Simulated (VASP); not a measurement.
Here is a VASP 6.6.1 calculation.

The input INCAR:

```
SYSTEM = Ta2N
  PREC = Accurate
  ENCUT = 520
  EDIFF = 1E-6
  ISMEAR = 0
  SIGMA = 0.15
  LREAL = .FALSE.
  LASPH = .TRUE.
  NELM = 100
  ALGO = Normal
  ISIF = 2
  LWAVE = .FALSE.
  LCHARG = .FALSE.
  GGA = PS
  NBANDS = 36
```

KPOINTS

```
Automatic mesh
0
G
  17 17 5
  0 0 0
```

The input POSCAR:

```
Ta2N
1.0
   -3.0786153856      0.0000000000      0.0000000000
   -1.5393076928     -2.6661591324      0.0000000000
    0.0000000000      0.0000000000     12.6465143614
Ta N
4 2
Direct
    0.6666666667      0.6666666667      0.0939194252
    0.6666666667      0.6666666667      0.4753096678
    0.3333333333      0.3333333333      0.6688610600
    0.3333333333      0.3333333333      0.2874708174
    0.0000000000      0.0000000000      0.1906951213
    0.0000000000      0.0000000000      0.5720853639
```

Potentials or basis: VASP PAW PBE potentials, release 64 (Ta_pv, N).

Command:

```console
$ cat potpaw_PBE.64/Ta_pv/POTCAR potpaw_PBE.64/N/POTCAR > POTCAR
$ mpirun -np 1 vasp_std > vasp.out
```

Predict the band gap on the k mesh.

zero (band 27 reaches 5.15 eV, above the bottom of band 28 at 4.10 eV).

Predict the largest force.

0.254 eV/Å.

Estimate the pressure.

-4.9 GPa.

Stress tensor (GPa, compression positive):
```
-5.48  0.00  0.00
 0.00 -5.48  0.00
 0.00  0.00 -3.68
```

Caveat: the PAW data sets were made with another functional, which shifts forces and pressure a little; spin-orbit coupling is left out, which moves the levels of the heavy elements.
